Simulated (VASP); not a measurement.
A run of VASP 6.6.1 is set up as follows.

File INCAR:

```
SYSTEM = TaAl2O4
  PREC = Accurate
  ENCUT = 520
  EDIFF = 1E-7
  ISMEAR = 0
  SIGMA = 0.1
  LREAL = .FALSE.
  LASPH = .TRUE.
  NELM = 100
  ALGO = Normal
  ISIF = 2
  LWAVE = .FALSE.
  LCHARG = .FALSE.
  GGA = PE
  NBANDS = 30
```

File KPOINTS:

```
regular mesh
0
G
  8 8 14
  0 0 0
```

The input POSCAR:

```
TaAl2O4
1.0
    5.2870905462      0.0000000000      0.0000000000
    0.0000000000      5.2870905462      0.0000000000
    0.0000000000      0.0000000000      2.6958425218
Ta Al O
1 2 4
Direct
    0.0000000000      0.0000000000      0.0000000000
    0.0000000000      0.5000000000      0.0000000000
    0.5000000000      0.0000000000      0.0000000000
    0.2353811012      0.7646188988      0.5000000000
    0.2353811012      0.2353811012      0.5000000000
    0.7646188988      0.7646188988      0.5000000000
    0.7646188988      0.2353811012      0.5000000000
```

Potentials or basis: VASP PAW PBE potentials, release 64 (Ta_pv, Al, O).

Run with:

```sh
$ cat potpaw_PBE.64/Ta_pv/POTCAR potpaw_PBE.64/Al/POTCAR potpaw_PBE.64/O/POTCAR > POTCAR
$ mpirun -np 1 vasp_std > vasp.out
```

**Question.** Predict the largest force.

**Answer.** 0.042 eV/Å.

**Question.** Predict the pressure.

**Answer.** 0.3 GPa.

Stress tensor (GPa, compression positive):
```
0.27 0.00 0.00
0.00 0.27 0.00
0.00 0.00 0.41
```

Caveat: an odd number of electrons without spin polarisation forces a metal; a magnetic or distorted state may lie lower.
